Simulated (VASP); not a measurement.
Wanted: the native input for a VASP 6.6.1 run.

```
Task                   : single point
Functional             : r2SCAN
Potentials or basis    : VASP PAW PBE potentials, release 64 (Ga_d, Sb)
Cutoff                 : 520 eV
k mesh                 : 6 × 6 × 6
Occupations            : gaussian, width 0.01 eV
Spin                   : no spin polarisation
Dipole correction      : no
Further INCAR settings : ALGO = Normal; EDIFF = 1e-07; NBANDS = 16
```

GaSb:

```
Ga Sb
1.0
     3.09695    3.09695    0.00000
    -3.09695    3.09695    0.00000
     0.00000    3.09695    3.03911
Ga Sb
1 1
Direct
  0.00000 0.00000 0.00000
  0.75000 0.25000 0.50000
```

This cell differs from its parent crystal: film at in-plane strain +0.01.

One way to write it, as run:

POSCAR

```
GaSb
1.0
    3.0969476996      3.0969476996      0.0000000000
   -3.0969476996      3.0969476996      0.0000000000
    0.0000000000      3.0969476996      3.0391089067
Ga Sb
1 1
Direct
    0.0000000000      0.0000000000      0.0000000000
    0.7500000000      0.2500000000      0.5000000000
```

INCAR.step1

```
SYSTEM = GaSb
PREC = Accurate
ENCUT = 520
ISMEAR = 0
SIGMA = 0.01
LREAL = .FALSE.
LASPH = .TRUE.
NELM = 60
NBANDS = 16
GGA = PE
ALGO = Normal
EDIFF = 1E-4
LWAVE = .TRUE.
LCHARG = .FALSE.
```

INCAR.step2

```
SYSTEM = GaSb
PREC = Accurate
ENCUT = 520
EDIFF = 1E-7
ISMEAR = 0
SIGMA = 0.01
LREAL = .FALSE.
LASPH = .TRUE.
NELM = 60
ALGO = Normal
ISIF = 2
LWAVE = .FALSE.
LCHARG = .FALSE.
METAGGA = R2SCAN
LMIXTAU = .TRUE.
NBANDS = 16
ISTART = 1
```

KPOINTS

```
regular mesh
0
G
  6 6 6
  0 0 0
```

Potentials or basis: VASP PAW PBE potentials, release 64 (Ga_d, Sb).

Run with:

```sh
$ cat potpaw_PBE.64/Ga_d/POTCAR potpaw_PBE.64/Sb/POTCAR > POTCAR
$ cp INCAR.step1 INCAR
$ mpirun -np 1 vasp_std > vasp.out
$ cp INCAR.step2 INCAR
$ mpirun -np 1 vasp_std > vasp.out
```

Results of the run:

* Pressure: -0.5 GPa
* Band gap on the k mesh: 0.24 eV, direct

Caveat: the cell differs from its parent crystal (film at in-plane strain +0.01); the PAW data sets were made with another functional, which shifts forces and pressure a little; spin-orbit coupling is left out, which moves the levels of the heavy elements.

It took 77 s on 1 thread of AMD EPYC 9R45 96-Core Processor (Zen 5) (shared host), peak memory 0.19 GiB.
